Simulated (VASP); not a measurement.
GaAs, 2 atoms in the cell. It takes space group F-43m (No. 216, cubic). Conventional cell: a = 5.654 Å, b = 5.654 Å, c = 5.654 Å, α = 90.00°, β = 90.00°, γ = 90.00°. As (site symmetry -43m) has 4 Ga at 2.45 Å within 3.2 Å. Ga (site symmetry -43m) has 4 As at 2.45 Å within 3.2 Å. 

- Program: VASP 6.6.1
- Task: single point
- Functional: revPBE
- Dispersion: D4
- Potentials or basis: VASP PAW PBE potentials, release 64 (As, Ga_d)
- Cutoff: 520 eV
- k mesh: 8 × 8 × 8
- Occupations: fermi-dirac, width 0.05 eV
- Spin: no spin polarisation
- Dipole correction: no
- Further INCAR settings: ALGO = Normal; EDIFF = 1e-06; NBANDS = 16

Potentials or basis: VASP PAW PBE potentials, release 64 (As, Ga_d).

Run with:

```sh
$ cat potpaw_PBE.64/As/POTCAR potpaw_PBE.64/Ga_d/POTCAR > POTCAR
$ mpirun -np 1 vasp_std > vasp.out
```

Hardware: 1 thread of AMD EPYC 7R13, on a shared host.

Question: Estimate the wall time of this run.

Answer: Run time: 28 s on 1 thread of AMD EPYC 7R13, on a shared host, peak memory 0.15 GiB. Counts: scf iterations 12, k points 29.
